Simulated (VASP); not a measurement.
Wanted: the native input for a VASP 6.6.1 run.

```
Task                   : single point
Functional             : PBE
Potentials or basis    : VASP PAW PBE potentials, release 64 (Cd, Te, O)
Cutoff                 : 520 eV
k mesh                 : 6 × 6 × 4
Occupations            : gaussian, width 0.1 eV
Spin                   : no spin polarisation
Dipole correction      : no
Further INCAR settings : ALGO = Normal; EDIFF = 1e-06; NBANDS = 30
```

The structure of CdTeO4 lies in POSCAR:

```
CdTeO4
1.0
    3.8036994540     -0.0000000026      0.0000000000
   -1.9018497248      3.2941003569      0.0000000000
    0.0000000000      0.0000000000      7.7045507859
Cd Te O
1 1 4
Direct
    0.0000000000      0.0000000000      0.5000000000
    0.0000000000      0.0000000000      0.0000000000
    0.3333333333      0.6666666667      0.0000000000
    0.6666666667      0.3333333333      0.0000000000
    0.0000000000      0.0000000000      0.7519372856
    0.0000000000      0.0000000000      0.2480627144
```

The cell was generated, and may not be a known phase.

The input as run:

INCAR

```
PREC = Accurate
ENCUT = 520
EDIFF = 1E-6
ISMEAR = 0
SIGMA = 0.1
LREAL = False
LASPH = True
NELM = 60
ALGO = Normal
ISIF = 2
LWAVE = False
LCHARG = False
GGA = PE
NBANDS = 30
```

KPOINTS

```
Automatic mesh
0
Gamma
  6 6 4
```

Potentials or basis: VASP PAW PBE potentials, release 64 (Cd, Te, O).

Command:

```sh
$ cat potpaw_PBE.64/Cd/POTCAR potpaw_PBE.64/Te/POTCAR potpaw_PBE.64/O/POTCAR > POTCAR
$ mpirun -np 1 vasp_std > vasp.out
```

Results of the run:

* Pressure: 0.4 GPa
* Largest force: 0.291 eV/Å
* Band gap on the k mesh: zero (bands 21 and 22 overlap by 0.51 eV)

Caveat: semilocal functionals underestimate gaps, and a narrow one can read as zero; spin-orbit coupling is left out, which moves the levels of the heavy elements.

It took 54 s on 1 thread of Intel(R) Xeon(R) 6975P-C (Granite Rapids), with other jobs on the host, peak memory 0.23 GiB.
